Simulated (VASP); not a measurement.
# BaTiO3 (P4/mmm) in VASP: single point with PBE

Aim: the single point of BaTiO3 with PBE.

All numbers are computed with VASP 6.6.1; they aren't measurements. Logs are shortened: lines on timing, memory, paths and dates and some standing lists are left out, and cuts for length are marked.

## (1) The cell of the first run

The structure is tetragonal, space group P4/mmm (No. 123). Conventional cell: a = 4.007 Å, b = 4.007 Å, c = 4.087 Å, α = 90.00°, β = 90.00°, γ = 90.00°. Ba (site symmetry 4/mmm) has 12 O at 2.83 to 2.86 Å and 8 Ti at 3.49 Å within 3.7 Å. Within 2.7 Å of Ti (site symmetry 4/mmm) lie 6 O at 2.00 to 2.04 Å. Within 2.7 Å of O (site symmetry mmm) lie 2 Ti at 2.00 Å. Within 2.7 Å of O (site symmetry 4/mmm) lie 2 Ti at 2.04 Å.

## (2) Single point, PBE (zz strain of +2 %)

INCAR

```
SYSTEM = BaTiO3
  PREC = Accurate
  ENCUT = 520
  EDIFF = 1E-6
  ISMEAR = -1
  SIGMA = 0.05
  LREAL = .False.
  LASPH = .True.
  NELM = 100
  ALGO = Normal
  ISIF = 2
  LWAVE = .False.
  LCHARG = .False.
  GGA = PE
  NBANDS = 28
```

KPOINTS

```
regular mesh
0
Gamma
  8 8 8
  0 0 0
```

POSCAR

```
BaTiO3
1.0
    4.0073000000      0.0000000000      0.0000000000
    0.0000000000      4.0073000000      0.0000000000
    0.0000000000      0.0000000000      4.0874460000
Ba Ti O
1 1 3
Direct
    0.5000000000      0.5000000000      0.5000000000
    0.0000000000      0.0000000000      0.0000000000
    0.5000000000      0.0000000000      0.0000000000
    0.0000000000      0.5000000000      0.0000000000
    0.0000000000      0.0000000000      0.5000000000
```

Potentials or basis: VASP PAW PBE potentials, release 64 (Ba_sv, Ti_sv, O).

The run is started by

```sh
cat potpaw_PBE.64/Ba_sv/POTCAR potpaw_PBE.64/Ti_sv/POTCAR potpaw_PBE.64/O/POTCAR > POTCAR
mpirun -np 1 vasp_std > vasp.out
```

OUTCAR:

```text
SYSTEM = BaTiO3
   PREC = Accurate
   ENCUT = 520
   EDIFF = 1E-6
   ISMEAR = -1
   LREAL = .False.
   LASPH = .True.
   NELM = 100
   ISIF = 2
   GGA = PE

 ion  position               nearest neighbor table
   1  0.500  0.500  0.500-   5 2.83   5 2.83   5 2.83   5 2.83   4 2.86   3 2.86   4 2.86   3 2.86
                             4 2.86   3 2.86   4 2.86   3 2.86   2 3.49   2 3.49   2 3.49   2 3.49
   2  0.000  0.000  0.000-   3 2.00   4 2.00   4 2.00   3 2.00   5 2.04   5 2.04   1 3.49   1 3.49
                             1 3.49   1 3.49   1 3.49   1 3.49   1 3.49   1 3.49
   3  0.500  0.000  0.000-   2 2.00   2 2.00   1 2.86   1 2.86   1 2.86   1 2.86
   4  0.000  0.500  0.000-   2 2.00   2 2.00   1 2.86   1 2.86   1 2.86   1 2.86
   5  0.000  0.000  0.500-   2 2.04   2 2.04   1 2.83   1 2.83   1 2.83   1 2.83

  LATTYP: Found a simple tetragonal cell.
 ALAT       =     4.0073000000
 C/A-ratio  =     1.0200000000

  Lattice vectors:

 A1 = (   4.0073000000,   0.0000000000,   0.0000000000)
 A2 = (   0.0000000000,   4.0073000000,   0.0000000000)
 A3 = (   0.0000000000,   0.0000000000,   4.0874460000)

Analysis of symmetry for initial positions (statically):
=====================================================================
 Subroutine PRICEL returns:
 Original cell was already a primitive cell.

 Routine SETGRP: Setting up the symmetry group for a
 simple tetragonal supercell.

 Subroutine GETGRP returns: Found 16 space group operations
 (whereof 16 operations were pure point group operations)
 out of a pool of 16 trial point group operations.

The static configuration has the point symmetry D_4h.

Analysis of symmetry for dynamics (positions and initial velocities):
=====================================================================
 Subroutine PRICEL returns:
 Original cell was already a primitive cell.

 Routine SETGRP: Setting up the symmetry group for a
 simple tetragonal supercell.

 Subroutine GETGRP returns: Found 16 space group operations
 (whereof 16 operations were pure point group operations)
 out of a pool of 16 trial point group operations.

The dynamic configuration has the point symmetry D_4h.

 Subroutine INISYM returns: Found 16 space group operations
 (whereof 16 operations are pure point group operations),
 and found     1 'primitive' translations

----------------------------------------------------------------------------------------

                                     Primitive cell

  volume of cell :      65.6381

  direct lattice vectors                    reciprocal lattice vectors
     4.007300000  0.000000000  0.000000000     0.249544581  0.000000000  0.000000000
     0.000000000  4.007300000  0.000000000     0.000000000  0.249544581  0.000000000
     0.000000000  0.000000000  4.087446000     0.000000000  0.000000000  0.244651550

  length of vectors
     4.007300000  4.007300000  4.087446000     0.249544581  0.249544581  0.244651550

  position of ions in fractional coordinates (direct lattice)
     0.500000000  0.500000000  0.500000000
     0.000000000  0.000000000  0.000000000
     0.500000000  0.000000000  0.000000000
     0.000000000  0.500000000  0.000000000
     0.000000000  0.000000000  0.500000000

  ion indices of the primitive-cell ions
   primitive index   ion index
                 1           1
                 2           2
                 3           3
                 4           4
                 5           5

----------------------------------------------------------------------------------------

 KPOINTS: regular mesh

Automatic generation of k-mesh.
 Grid dimensions read from file:
 generate k-points for:    8    8    8

 Generating k-lattice:

  Cartesian coordinates                     Fractional coordinates (reciprocal lattice)
     0.031193073  0.000000000  0.000000000     0.125000000  0.000000000  0.000000000
     0.000000000  0.031193073  0.000000000     0.000000000  0.125000000  0.000000000
     0.000000000  0.000000000  0.030581444     0.000000000  0.000000000  0.125000000

  Length of vectors
     0.031193073  0.031193073  0.030581444

  Shift w.r.t. Gamma in fractional coordinates (k-lattice)
     0.000000000  0.000000000  0.000000000

 Subroutine IBZKPT returns following result:
 ===========================================

 Found     75 irreducible k-points:

 Following reciprocal coordinates:
            Coordinates               Weight
  0.000000  0.000000  0.000000      1.000000
  0.125000  0.000000  0.000000      4.000000
  0.250000  0.000000  0.000000      4.000000
  0.375000  0.000000  0.000000      4.000000
  0.500000  0.000000  0.000000      2.000000
  0.125000  0.125000  0.000000      4.000000
[... 16 lines left out ...]
  0.375000  0.125000  0.125000     16.000000
  0.500000  0.125000  0.125000      8.000000
 [... further k-points ...]
   k-points           NKPTS =     75   k-points in BZ     NKDIM =     75   number of bands    NBANDS=     28
   number of dos      NEDOS =    301   number of ions     NIONS =      5
   total plane-waves  NPLWV =  27000
   dimension x,y,z NGX =    30 NGY =   30 NGZ =   30
   dimension x,y,z NGXF=    60 NGYF=   60 NGZF=   60
   ions per type =               1   1   3
   NGX,Y,Z   is equivalent  to a cutoff of  12.45, 12.45, 12.20 a.u.
   NGXF,Y,Z  is equivalent  to a cutoff of  24.89, 24.89, 24.40 a.u.
 SYSTEM =  BaTiO3
   PREC   = accura    normal or accurate (medium, high low for compatibility)
   ISTART =      0    job   : 0-new  1-cont  2-samecut
   ICHARG =      2    charge: 1-file 2-atom 10-const
   ISPIN  =      1    spin polarized calculation?
   LNONCOLLINEAR =      F non collinear calculations
   LSORBIT =      F    spin-orbit coupling
   LASPH  =      T    aspherical Exc in radial PAW
   ENCUT  =  520.0 eV  38.22 Ry    6.18 a.u.   7.45  7.45  7.60*2*pi/ulx,y,z
   NELM   =    100;   NELMIN=  2; NELMDL= -5     # of ELM steps
   EDIFF  = 0.1E-05   stopping-criterion for ELM
   LREAL  =      F    real-space projection
   EDIFFG = 0.1E-04   stopping-criterion for IOM
   NSW    =      0    number of steps for IOM
   IBRION =     -1    ionic relax: 0-MD 1-quasi-New 2-CG
   NFREE  =      0    steps in history (QN), initial steepest desc. (CG)
   ISIF   =      2    stress and relaxation
   ISYM   =      2    0-nonsym 1-usesym 2-fastsym
   POTIM  = 0.5000    time-step for ionic-motion
   TEBEG  =    0.0;   TEEND  =   0.0 temperature during run
   PSTRESS=    0.0 pullay stress
   NELECT =      40.0000    total number of electrons
   NUPDOWN=      -1.0000    fix difference up-down
   EMIN   =  10.00;   EMAX   =-10.00  energy-range for DOS
   EFERMI =   0.00;   METHOD = LEGACY
   ISMEAR =    -1;   SIGMA  =   0.05  broadening in eV -4-tet -1-fermi 0-gaus
   EFERMI_NEDOS =   21; number of points for ismear=-14 and -15
   IALGO  =     38    algorithm
   IMIX   =      4    mixing-type and parameters
     AMIX     =   0.40;   BMIX     =  1.00
     AMIX_MAG =   1.60;   BMIX_MAG =  1.00
  volume/ion in A,a.u.               =      13.13        88.59
  Fermi-wavevector in a.u.,A,eV,Ry     =   1.387958  2.622860 26.210627  1.926427
  Thomas-Fermi vector in A             =   2.512129
   LORBIT       =      0    0 simple, 1 ext, 2 COOP (PROOUT), +10 PAW based schemes
   GGA     = PE    functional components
   LHFCALC =     F    Hartree Fock is set to
   AEXX    =    0.0000 exact exchange contribution
   IVDW    =     0    specifies the selected vdW correction
   LEPSILON=     F    determine dielectric tensor
   LRPA    =     F    only Hartree local field effects (RPA)
 non-spin polarized calculation
  energy-cutoff  :      520.00
  volume of cell :       65.64
 maximum number of plane-waves:      1795
 NGX is ok and might be reduce to    30
   NGX = 15   NGY = 15   NGZ = 15

 number of electron      39.9999982 magnetization

 Free energy of the ion-electron system (eV)
  ---------------------------------------------------
  ext. energy  EPLUGINS =         0.00000000
  ---------------------------------------------------
  free energy    TOTEN  =       -39.97681892 eV

  energy without entropy =      -39.97681892  energy(sigma->0) =      -39.97681892

 E-fermi :   4.5212     XC(G=0): -11.1370

 val. band max:        3.6821328156   @ k =   0.5000   0.5000   0.5000
 cond. band min:       5.3421916052   @ k =   0.0000   0.0000   0.0000
 fundamental gap:      1.6600587896
 Fermi energy:         4.5212262321

 k-point     1 :       0.0000    0.0000    0.0000
  band No.  band energies     occupation
      1     -53.0792      2.00000
      2     -29.2796      2.00000
      3     -29.2796      2.00000
      4     -29.2759      2.00000
      5     -21.2150      2.00000
      6     -13.1947      2.00000
[... 20 lines left out ...]
     27       8.7793      0.00000
     28      10.7879      0.00000

 k-point     2 :       0.1250    0.0000    0.0000
  band No.  band energies     occupation
      1     -53.0790      2.00000
      2     -29.2870      2.00000
      3     -29.2793      2.00000
      4     -29.2756      2.00000
      5     -21.1992      2.00000
      6     -13.1894      2.00000
[... 20 lines left out ...]
     27       9.0756      0.00000
     28      11.1667      0.00000

 k-point     3 :       0.2500    0.0000    0.0000
  band No.  band energies     occupation
      1     -53.0787      2.00000
      2     -29.3048      2.00000
      3     -29.2786      2.00000
      4     -29.2749      2.00000
      5     -21.1607      2.00000
      6     -13.2247      2.00000
[... 20 lines left out ...]
     27       9.8209      0.00000
     28      11.8849      0.00000

 k-point     4 :       0.3750    0.0000    0.0000
  band No.  band energies     occupation
      1     -53.0783      2.00000
      2     -29.3226      2.00000
      3     -29.2779      2.00000
      4     -29.2743      2.00000
      5     -21.1214      2.00000
      6     -13.3083      2.00000
[... 20 lines left out ...]
     27      10.7246      0.00000
     28      11.7731      0.00000

 k-point     5 :       0.5000    0.0000    0.0000
  band No.  band energies     occupation
      1     -53.0782      2.00000
      2     -29.3299      2.00000
      3     -29.2777      2.00000
      4     -29.2740      2.00000
      5     -21.1049      2.00000
      6     -13.3510      2.00000
[... 20 lines left out ...]
     27      11.1713      0.00000
     28      11.7258      0.00000

 k-point     6 :       0.1250    0.1250    0.0000
  band No.  band energies     occupation
      1     -53.0789      2.00000
      2     -29.2869      2.00000
      3     -29.2865      2.00000
      4     -29.2753      2.00000
      5     -21.1842      2.00000
      6     -13.1722      2.00000
[... 463 lines left out ...]
      5     -21.1718      2.00000
      6     -13.1699      2.00000
[... 20 lines left out ...]
     27       9.5806      0.00000
     28      11.4655      0.00000

 k-point    22 :       0.2500    0.1250    0.1250
  band No.  band energies     occupation
      1     -53.0784      2.00000
      2     -29.3042      2.00000
      3     -29.2857      2.00000
      4     -29.2803      2.00000
      5     -21.1366      2.00000
      6     -13.1497      2.00000
[... 20 lines left out ...]
     27      10.2464      0.00000
     28      11.8254      0.00000

 k-point    23 :       0.3750    0.1250    0.1250
  band No.  band energies     occupation
      1     -53.0781      2.00000
      2     -29.3218      2.00000
      3     -29.2850      2.00000
      4     -29.2796      2.00000
      5     -21.1008      2.00000
      6     -13.1871      2.00000
[... 20 lines left out ...]
     27      11.1129      0.00000
     28      12.1688      0.00000

 k-point    24 :       0.5000    0.1250    0.1250
  band No.  band energies     occupation
      1     -53.0779      2.00000
      2     -29.3291      2.00000
      3     -29.2847      2.00000
      4     -29.2793      2.00000
      5     -21.0859      2.00000
      6     -13.2146      2.00000
[... 20 lines left out ...]
     27      11.4724      0.00000
     28      12.2935      0.00000

 [... further k-points ...]

------------------------ aborting loop because EDIFF is reached ----------------------------------------

  FORCE on cell =-STRESS in cart. coord.  units (eV):
  Direction    XX          YY          ZZ          XY          YZ          ZX
  --------------------------------------------------------------------------------------
  -------------------------------------------------------------------------------------
  Total        0.4622116      0.4622116     -0.9302318      0.0000000      0.0000000      0.0000000
  in kB       11.2822501     11.2822501    -22.7062811      0.0000000      0.0000000      0.0000000
  external PRESSURE =      -0.0472603 kB  Pullay stress =       0.0000000 kB

 VOLUME and BASIS-vectors are now :
 -----------------------------------------------------------------------------
  energy-cutoff  :      520.00
  volume of cell :       65.64
      direct lattice vectors                 reciprocal lattice vectors
     4.007300000  0.000000000  0.000000000     0.249544581  0.000000000  0.000000000
     0.000000000  4.007300000  0.000000000     0.000000000  0.249544581  0.000000000
     0.000000000  0.000000000  4.087446000     0.000000000  0.000000000  0.244651550

 POSITION                                       TOTAL-FORCE (eV/Angst)
 -----------------------------------------------------------------------------------
      2.00365      2.00365      2.04372         0.000000      0.000000      0.000000
      0.00000      0.00000      0.00000         0.000000      0.000000      0.000000
      2.00365      0.00000      0.00000         0.000000      0.000000      0.000000
      0.00000      2.00365      0.00000         0.000000      0.000000      0.000000
      0.00000      0.00000      2.04372         0.000000      0.000000      0.000000
 -----------------------------------------------------------------------------------
    total drift:                                0.000000     -0.000000      0.000000

  FREE ENERGIE OF THE ION-ELECTRON SYSTEM (eV)
  ---------------------------------------------------
  free  energy   TOTEN  =       -39.9768189232 eV

  energy  without entropy=      -39.9768189191  energy(sigma->0) =      -39.97681892
```

Wall time 62 s (1 thread of Intel Xeon 6975P-C (Granite Rapids), shared host); peak memory 0.26 GiB.

What came out:

```yaml
Free_energy: -39.9768 eV
Pressure: 0.0 GPa
Band_gap_on_the_k_mesh: 1.66 eV (least direct gap 1.85 eV)
```

Stress tensor (GPa, compression positive):
```
 1.13  0.00  0.00
 0.00  1.13  0.00
 0.00  0.00 -2.27
```

Caveat: the cell differs from its parent crystal (zz strain of +2 %); spin-orbit coupling is left out, which moves the levels of the heavy elements. A k mesh can miss the band edges.
